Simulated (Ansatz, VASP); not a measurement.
Two plane-wave programs on PbF2

The input INCAR:

```
ALGO = Normal
EDIFF = 1E-8
ENCUT = 520
GGA = CA
ISIF = 2
ISMEAR = -1
LASPH = True
LCHARG = False
LEFG = True
LREAL = False
LWAVE = False
NBANDS = 21
NELM = 60
PREC = Accurate
SIGMA = 0.03
```

File KPOINTS:

```
k-points
0
Gamma
  7 7 7
```

Contents of POSCAR:

```
PbF2
1.0
   -0.0593970000      2.9401515000      2.9401515000
    2.9401515000     -0.0593970000      2.9401515000
    2.9401515000      2.9401515000     -0.0593970000
Pb F
1 2
Direct
    0.0000000000      0.0000000000      0.0000000000
    0.2500000000      0.2500000000      0.2500000000
    0.7500000000      0.7500000000      0.7500000000
```

Input for Ansatz:

```yaml
crystal:
  lattice:
    - [-0.059397, 2.9401515, 2.9401515]
    - [2.9401515, -0.059397, 2.9401515]
    - [2.9401515, 2.9401515, -0.059397]
  atoms:
    - { symbol: Pb, position: [0.0, 0.0, 0.0] }
    - { symbol: F, position: [0.25, 0.25, 0.25] }
    - { symbol: F, position: [0.75, 0.75, 0.75] }
kpoints:
  mp_grid: { grid: [7, 7, 7] }
scf:
  occupations: { method: fermi_dirac, width: 0.03 }
hamiltonian:
  xc: lda
  pseudopotentials: { kind: paw }
output:
  forces: true
  stress: true
  eigenvalues: true
  efg: { contact_densities: true }
  write_density: true
  write_potential: true
  elf: true
  volumetric_format: npy
```

Change from the starting cell: equal xy, yz and zx shear strains of -2 %, PAW files.

Alike in both runs: task electric field gradients; functional LDA; k mesh 7 × 7 × 7; occupations fermi-dirac, width 0.03 eV; no spin polarisation.

```csv
,VASP,Ansatz
version,VASP 6.6.1,Ansatz 0.2.0
potentials or method,"VASP PAW LDA potentials, release 64 (Pb_d, F)","PAW with Ansatz's default frozen-core files, scalar-relativistic"
plane-wave cutoff (eV),520,420
valence electrons in the cell,28,28
```

|  | VASP | Ansatz | Ansatz less VASP |
| --- | --- | --- | --- |
| gap on the k mesh at the Fermi level (eV) | 4.23 | 4.26 | +0.037 |
| pressure (GPa) | -4.8 | -4.8 | 0.00 |
| traceless stress, the component that is largest in VASP (GPa) | 0.62 | 0.61 | -0.018 |
| rms of the force components (eV/Å) | 0.037 | 0.035 | -0.0018 |
| size of Vzz on the site where it differs most (V/Å²) | 43.9 | 49.3 | +5.37 |

LDA's correlation is that of Perdew and Zunger in VASP and of Perdew and Wang (1992) in Ansatz. Atom by atom the forces differ by 0.002 eV/Å (rms over components).

Neither program's run includes spin-orbit coupling.
